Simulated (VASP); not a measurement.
**LiSnF3: vibrations by perturbation theory with PBE**

Crystal: LiSnF3.

```
Li Sn F
1.0
     2.90907    1.67955    2.49946
    -2.90907    1.67955    2.49946
     0.00000   -3.35911    2.49946
Li Sn F
1 1 3
Cartesian
  0.0000 0.0000 7.3314
  0.0000 0.0000 3.0141
  -1.3760 0.7944 1.5623
  0.0000 -1.5888 1.5623
  1.3760 0.7944 1.5623
```

| Property | Result |
| --- | --- |
| Program | VASP 6.6.1 |
| Task | vibrations by perturbation theory |
| Functional | PBE |
| Potentials or basis | VASP PAW PBE potentials, release 64 (Li_sv, Sn_d, F) |
| Cutoff | 520 eV |
| k mesh | 6 × 6 × 6 |
| Occupations | gaussian, width 0.01 eV |
| Spin | no spin polarisation |
| Dipole correction | no |
| Further INCAR settings | ALGO = Normal; EDIFF = 1e-08; IBRION = 8; NSW = 1 |

| Item | Value |
| --- | --- |
| Electronic dielectric tensor (diagonal) | 2.89, 2.89, 2.86 |
| Born charges (mean of the diagonal) | Li +1.13; Sn +2.66; F -1.26 e |
| Highest phonon frequency at Γ, LO-TO splitting left out | 383 cm⁻¹ |

Phonon frequencies in cm⁻¹ (negative: imaginary):
| q point | frequencies |
| --- | --- |
| (0.000, 0.000, 0.000) | -2 -2 -1 118 122 122 222 245 245 262 320 320 363 363 383 |

Electronic dielectric tensor:
```
2.89 0.00 0.00
0.00 2.89 0.00
0.00 0.00 2.86
```

Born effective charge tensors (e):
atom 1, Li
```
1.16 0.00 0.00
0.00 1.16 0.00
0.00 0.00 1.06
```
atom 2, Sn
```
2.55 0.00 0.00
0.00 2.55 0.00
0.00 0.00 2.89
```
atom 3, F
```
-1.30  0.12 -0.47
 0.12 -1.17  0.27
-0.38  0.22 -1.32
```
atom 4, F
```
-1.10  0.00  0.00
 0.00 -1.37 -0.55
 0.00 -0.44 -1.32
```
atom 5, F
```
-1.30 -0.12  0.47
-0.12 -1.17  0.27
 0.38  0.22 -1.32
```

It took 72 min on 1 thread of Intel Xeon 8259CL, on a shared host, peak memory 0.62 GiB.
